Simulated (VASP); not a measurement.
# K in VASP: notebook, part 2 of 2

VASP 6.6.1.

## 3. Electric field gradients, PBEsol (zz strain of -2 %)

File INCAR:

```
  PREC = Accurate
  ENCUT = 520
  EDIFF = 1E-8
  ISMEAR = -1
  SIGMA = 0.08
  LREAL = F
  LASPH = T
  NELM = 60
  ALGO = Normal
  ISIF = 2
  LWAVE = F
  LCHARG = F
  GGA = PS
  LEFG = T
  NBANDS = 10
```

File KPOINTS:

```
regular mesh
0
Gamma
  10 10 10
```

File POSCAR:

```
K
1.0
   -2.6180000000      2.6180000000      2.5656400000
    2.6180000000     -2.6180000000      2.5656400000
    2.6180000000      2.6180000000     -2.5656400000
K
1
Direct
    0.0000000000      0.0000000000      0.0000000000
```

Potentials or basis: VASP PAW PBE potentials, release 64 (K_sv).

The run is started by

```
$ cat potpaw_PBE.64/K_sv/POTCAR > POTCAR
$ mpirun -np 1 vasp_std > vasp.out
```

OUTCAR:

```text
PREC = Accurate
   ENCUT = 520
   EDIFF = 1E-8
   ISMEAR = -1
   LREAL = F
   LASPH = T
   NELM = 60
   ISIF = 2
   GGA = PS

 ion  position               nearest neighbor table
   1  0.000  0.000  0.000-

  LATTYP: Found a body centered tetragonal cell.
 ALAT       =     5.2360000000
 C/A-ratio  =     0.9800000000

  Lattice vectors:

 A1 = (  -2.6180000000,   2.6180000000,   2.5656400000)
 A2 = (   2.6180000000,  -2.6180000000,   2.5656400000)
 A3 = (   2.6180000000,   2.6180000000,  -2.5656400000)

[... 516 lines left out ...]
    total drift:                               -0.000000      0.000000      0.000000

  FREE ENERGIE OF THE ION-ELECTRON SYSTEM (eV)
  ---------------------------------------------------
  free  energy   TOTEN  =        -1.1399362618 eV

  energy  without entropy=       -1.1220228303  energy(sigma->0) =       -1.13097955

 Electric field gradients (V/A^2)
---------------------------------------------------------------------
 ion       V_xx      V_yy      V_zz      V_xy      V_xz      V_yz
---------------------------------------------------------------------
   1      -0.051    -0.051     0.101     0.000     0.000     0.000
---------------------------------------------------------------------

 Electric field gradients after diagonalization (V/A^2)
 (convention: |V_zz| > |V_xx| > |V_yy|)
----------------------------------------------------------------------
 ion       V_xx      V_yy      V_zz     asymmetry (V_yy - V_xx)/ V_zz
----------------------------------------------------------------------
   1      -0.051    -0.050     0.101       0.005
----------------------------------------------------------------------

           NMR quadrupolar parameters

 Cq : quadrupolar parameter    Cq=e*Q*V_zz/h
 eta: asymmetry parameters     (V_yy - V_xx)/ V_zz
 Q  : nuclear electric quadrupole moment in mb (millibarn)
----------------------------------------------------------------------
 ion       Cq(MHz)       eta       Q (mb)
----------------------------------------------------------------------
   1       0.000       0.005       1.000
----------------------------------------------------------------------
```

OSZICAR:

```text
N       E                     dE             d eps       ncg     rms          rms(c)
DAV:   1     0.440861130577E+02    0.44086E+02   -0.35532E+03  2040   0.685E+02
DAV:   2     0.354290115822E+00   -0.43732E+02   -0.43152E+02  2202   0.193E+02
DAV:   3    -0.110851124616E+01   -0.14628E+01   -0.14562E+01  3230   0.272E+01
DAV:   4    -0.114138260273E+01   -0.32871E-01   -0.32801E-01  2730   0.361E+00
DAV:   5    -0.114238607462E+01   -0.10035E-02   -0.10033E-02  3130   0.391E-01    0.206E+00
DAV:   6    -0.114037755615E+01    0.20085E-02   -0.36510E-03  3044   0.415E-01    0.133E+00
DAV:   7    -0.113991727007E+01    0.46029E-03   -0.62257E-03  2944   0.500E-01    0.909E-02
DAV:   8    -0.113992195997E+01   -0.46899E-05   -0.48039E-04  2782   0.232E-01    0.279E-02
DAV:   9    -0.113993814630E+01   -0.16186E-04   -0.22751E-05  2738   0.411E-02    0.173E-02
DAV:  10    -0.113993663054E+01    0.15158E-05   -0.67754E-06  3028   0.205E-02    0.345E-03
DAV:  11    -0.113993630783E+01    0.32271E-06   -0.15051E-07  2582   0.326E-03    0.585E-04
DAV:  12    -0.113993624356E+01    0.64267E-07   -0.96302E-09  2414   0.637E-04    0.909E-05
DAV:  13    -0.113993626858E+01   -0.25016E-07   -0.12592E-09  1392   0.229E-04    0.821E-05
DAV:  14    -0.113993626180E+01    0.67793E-08   -0.49308E-10  1322   0.121E-04
   1 F= -.11399363E+01 E0= -.11309795E+01  d E =-.179134E-01
```

stdout:

```text
POSCAR found type information on POSCAR K
 POSCAR found :  1 types and       1 ions
 scaLAPACK will be used
 -----------------------------------------------------------------------------
|                                                                             |
|                                                                             |
|     You enforced a specific xc type in the INCAR file but a different       |
|     I HOPE YOU KNOW WHAT YOU ARE DOING!                                     |
|                                                                             |
 -----------------------------------------------------------------------------

 LDA part: xc-table for (Slater+PW92), standard interpolation
 POSCAR, INCAR and KPOINTS ok, starting setup
 FFT: planning ... GRIDC
 FFT: planning ... GRID_SOFT
 FFT: planning ... GRID
 WAVECAR not read
 entering main loop
ion   1
```

Wall time 24 s (1 thread of Intel Xeon 6975P-C (Granite Rapids), shared host); peak memory 0.23 GiB.

What came out:

```yaml
Free_energy: -1.1399 eV
Pressure: 0.0 GPa
```

Caveat: the cell differs from its parent crystal (zz strain of -2 %); without QUAD_EFG the Cq values of the log hold for a quadrupole moment of 1 mb, not for the nuclei; the PAW data sets were made with another functional, which shifts forces and pressure a little.

## 4. Electric field gradients, PBEsol (equal xy, yz and zx shear strains of +2 %)

File INCAR:

```
SYSTEM = K
PREC = Accurate ; ENCUT = 520
EDIFF = 1E-8 ; ISMEAR = -1
SIGMA = 0.08 ; LREAL = .FALSE.
LASPH = .TRUE. ; NELM = 100
ALGO = Normal ; ISIF = 2
LWAVE = .FALSE. ; LCHARG = .FALSE.
GGA = PS ; LEFG = .TRUE.
NBANDS = 10
```

File KPOINTS:

```
regular mesh
0
G
  10 10 10
  0 0 0
```

File POSCAR:

```
K
1.0
   -2.5656400000      2.6180000000      2.6180000000
    2.6180000000     -2.5656400000      2.6180000000
    2.6180000000      2.6180000000     -2.5656400000
K
1
Direct
    0.0000000000      0.0000000000      0.0000000000
```

Potentials or basis: VASP PAW PBE potentials, release 64 (K_sv).

The run is started by

```
$ cat potpaw_PBE.64/K_sv/POTCAR > POTCAR
$ mpirun -np 1 vasp_std > vasp.out
```

OUTCAR:

```text
SYSTEM = K
   PREC = Accurate
   ENCUT = 520
   EDIFF = 1E-8
   ISMEAR = -1
   LREAL = .FALSE.
   LASPH = .TRUE.
   NELM = 100
   ISIF = 2
   GGA = PS

 ion  position               nearest neighbor table
   1  0.000  0.000  0.000-

  LATTYP: Found a trigonal (rhomboedric) cell.
 ALAT       =     4.5044818359
 COS(alpha) =    -0.3242805026

  Lattice vectors:

 A1 = (  -2.5656400000,   2.6180000000,   2.6180000000)
[... 519 lines left out ...]
    total drift:                               -0.000000     -0.000000      0.000000

  FREE ENERGIE OF THE ION-ELECTRON SYSTEM (eV)
  ---------------------------------------------------
  free  energy   TOTEN  =        -1.1393130837 eV

  energy  without entropy=       -1.1212393479  energy(sigma->0) =       -1.13027622

 Electric field gradients (V/A^2)
---------------------------------------------------------------------
 ion       V_xx      V_yy      V_zz      V_xy      V_xz      V_yz
---------------------------------------------------------------------
   1      -0.000     0.000    -0.000    -0.329    -0.329    -0.329
---------------------------------------------------------------------

 Electric field gradients after diagonalization (V/A^2)
 (convention: |V_zz| > |V_xx| > |V_yy|)
----------------------------------------------------------------------
 ion       V_xx      V_yy      V_zz     asymmetry (V_yy - V_xx)/ V_zz
----------------------------------------------------------------------
   1       0.329     0.329    -0.658       0.000
----------------------------------------------------------------------

           NMR quadrupolar parameters

 Cq : quadrupolar parameter    Cq=e*Q*V_zz/h
 eta: asymmetry parameters     (V_yy - V_xx)/ V_zz
 Q  : nuclear electric quadrupole moment in mb (millibarn)
----------------------------------------------------------------------
 ion       Cq(MHz)       eta       Q (mb)
----------------------------------------------------------------------
   1      -0.002       0.000       1.000
----------------------------------------------------------------------
```

OSZICAR:

```text
N       E                     dE             d eps       ncg     rms          rms(c)
DAV:   1     0.447592551048E+02    0.44759E+02   -0.35411E+03  2320   0.688E+02
DAV:   2     0.437041423608E+00   -0.44322E+02   -0.43599E+02  2492   0.191E+02
DAV:   3    -0.109029411682E+01   -0.15273E+01   -0.15205E+01  3668   0.278E+01
DAV:   4    -0.114065417738E+01   -0.50360E-01   -0.49911E-01  3170   0.412E+00
DAV:   5    -0.114160089011E+01   -0.94671E-03   -0.94653E-03  3586   0.446E-01    0.200E+00
DAV:   6    -0.113971662677E+01    0.18843E-02   -0.36477E-03  3542   0.408E-01    0.130E+00
DAV:   7    -0.113928728469E+01    0.42934E-03   -0.59920E-03  3412   0.488E-01    0.887E-02
DAV:   8    -0.113929782647E+01   -0.10542E-04   -0.42251E-04  3158   0.220E-01    0.283E-02
DAV:   9    -0.113931516617E+01   -0.17340E-04   -0.22865E-05  3074   0.438E-02    0.166E-02
DAV:  10    -0.113931347271E+01    0.16935E-05   -0.88989E-06  3494   0.233E-02    0.335E-03
DAV:  11    -0.113931315738E+01    0.31534E-06   -0.14965E-07  2990   0.307E-03    0.832E-04
DAV:  12    -0.113931305994E+01    0.97438E-07   -0.15586E-08  3274   0.794E-04    0.125E-04
DAV:  13    -0.113931308456E+01   -0.24617E-07   -0.94178E-10  1624   0.231E-04    0.604E-05
DAV:  14    -0.113931308367E+01    0.88596E-09   -0.20868E-10  1500   0.924E-05
   1 F= -.11393131E+01 E0= -.11302762E+01  d E =-.180737E-01
```

It took 82 s on 1 thread of Oxide Virtual Turin-like, shared host; peak memory 0.21 GiB.

Results:

| Quantity | Value |
| --- | --- |
| Free energy | -1.1393 eV |
| Pressure | 0.0 GPa |

Stress tensor (GPa, compression positive):
```
-0.04 -0.05 -0.05
-0.05 -0.04 -0.05
-0.05 -0.05 -0.04
```

Levels at points of the mesh, in eV from the Fermi level:
| k point | band 2 | band 3 | band 4 | band 5 | band 6 | band 7 |
| --- | --- | --- | --- | --- | --- | --- |
| (0.00, 0.00, 0.00) | -15.49 | -15.48 | -15.48 | -2.19 | 4.27 | 4.27 |
| (0.50, 0.00, 0.00) | -15.56 | -15.51 | -15.49 | 0.40 | 0.65 | 3.18 |
| (0.50, 0.50, 0.00) | -15.56 | -15.51 | -15.48 | 0.49 | 0.75 | 3.16 |
| (0.50, 0.50, 0.50) | -15.54 | -15.54 | -15.53 | 1.67 | 1.67 | 3.54 |

Electric field gradients, principal values (V/Å²):
```
atom  least  middle  greatest (by size)
 1 K  0.329   0.329              -0.658
```

Caveat: the cell differs from its parent crystal (equal xy, yz and zx shear strains of +2 %); without QUAD_EFG the Cq values of the log hold for a quadrupole moment of 1 mb, not for the nuclei; the PAW data sets were made with another functional, which shifts forces and pressure a little.
